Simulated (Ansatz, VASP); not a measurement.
# One calculation of SiF, two programs

INCAR

```
ALGO = Normal
EDIFF = 1E-6
ENCUT = 520
GGA = PE
ISIF = 2
ISMEAR = 0
LASPH = T
LCHARG = T
LELF = T
LREAL = F
LVHAR = T
LWAVE = F
NBANDS = 32
NELM = 100
PREC = Accurate
SIGMA = 0.1
```

Contents of KPOINTS:

```
k-points
0
Gamma
  6 6 1
```

The input POSCAR:

```
SiF
1.0
    3.9708338427      0.0000000000      0.0000000000
   -1.9854169214      3.4388429819      0.0000000000
    0.0000000000      0.0000000000     12.5212315912
Si F
4 4
Direct
    0.6666666667      0.3333333333      0.4721307634
    0.6666666667      0.3333333333      0.9721307634
    0.3333333333      0.6666666667      0.0278692366
    0.3333333333      0.6666666667      0.5278692366
    0.6666666667      0.3333333333      0.3421519276
    0.6666666667      0.3333333333      0.8421519276
    0.3333333333      0.6666666667      0.1578480724
    0.3333333333      0.6666666667      0.6578480724
```

Input for Ansatz:

```yaml
crystal:
  lattice:
    - [3.9708338427, 0.0, 0.0]
    - [-1.9854169214, 3.4388429819, 0.0]
    - [0.0, 0.0, 12.5212315912]
  atoms:
    - { symbol: Si, position: [0.6666666667, 0.3333333333, 0.4721307634] }
    - { symbol: Si, position: [0.6666666667, 0.3333333333, 0.9721307634] }
    - { symbol: Si, position: [0.3333333333, 0.6666666667, 0.0278692366] }
    - { symbol: Si, position: [0.3333333333, 0.6666666667, 0.5278692366] }
    - { symbol: F, position: [0.6666666667, 0.3333333333, 0.3421519276] }
    - { symbol: F, position: [0.6666666667, 0.3333333333, 0.8421519276] }
    - { symbol: F, position: [0.3333333333, 0.6666666667, 0.1578480724] }
    - { symbol: F, position: [0.3333333333, 0.6666666667, 0.6578480724] }
basis:
  ecutwfc: 420
kpoints:
  mp_grid: { grid: [6, 6, 1] }
hamiltonian:
  xc: pbe
scf:
  occupations: { method: gaussian, width: 0.1 }
  lower_state_search: "off"
output:
  forces: true
  stress: true
  eigenvalues: true
```

Alike in both runs: task single point; functional PBE; k mesh 6 × 6 × 1; occupations gaussian, width 0.1 eV; no spin polarisation.

```csv
,VASP,Ansatz
version,VASP 6.6.1,Ansatz 0.2.0
potentials or method,"VASP PAW PBE potentials, release 64 (Si, F), cutoff 520 eV","scalar-relativistic, plane waves, PAW"
valence electrons in the cell,44,44
```

|  | VASP | Ansatz | Ansatz less VASP |
| --- | --- | --- | --- |
| gap on the k mesh at the Fermi level (eV) | 0.56 | 0.55 | -0.002 |
| least direct gap on the mesh (eV) | 0.56 | 0.55 | -0.002 |
| pressure (GPa) | 0.3 | 0.1 | -0.22 |
| traceless stress, the component that is largest in VASP (GPa) | 0.86 | 0.04 | -0.820 |
| rms of the force components (eV/Å) | 0.121 | 0.006 | -0.1148 |

Atom by atom the forces differ by 0.115 eV/Å (rms over components).

The k mesh is coarse, so the values compare programs but aren't converged.
